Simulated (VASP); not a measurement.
Al, 1 atom in the cell. Symmetry: Im-3m, No. 229, cubic system. Conventional cell: a = 3.342 Å, b = 3.342 Å, c = 3.342 Å, α = 90.00°, β = 90.00°, γ = 90.00°. Al (site symmetry m-3m) has 14 Al at 2.89 to 3.34 Å within 3.8 Å.  This cell differs from its parent crystal: volume scaled by 1.08.

| Quantity | Value |
| --- | --- |
| Program | VASP 6.6.1 |
| Task | single point |
| Functional | RPBE |
| Potentials or basis | VASP PAW PBE potentials, release 64 (Al) |
| Cutoff | 520 eV |
| k mesh | 15 × 15 × 15 |
| Occupations | fermi-dirac, width 0.1 eV |
| Spin | no spin polarisation |
| Dipole correction | no |
| Further INCAR settings | ALGO = Normal; EDIFF = 1e-06; NBANDS = 8 |

Potentials or basis: VASP PAW PBE potentials, release 64 (Al).

Run with:

```console
$ cat potpaw_PBE.64/Al/POTCAR > POTCAR
$ mpirun -np 1 vasp_std > vasp.out
```

Hardware: 1 thread of Intel(R) Xeon(R) 6975P-C (Granite Rapids), with other jobs on the host.

Task: Estimate the wall time of this run.

Result: It took 4.9 s on 1 thread of Intel(R) Xeon(R) 6975P-C (Granite Rapids), on a shared host, peak memory 0.13 GiB. Counts: scf iterations 10, k points 120.
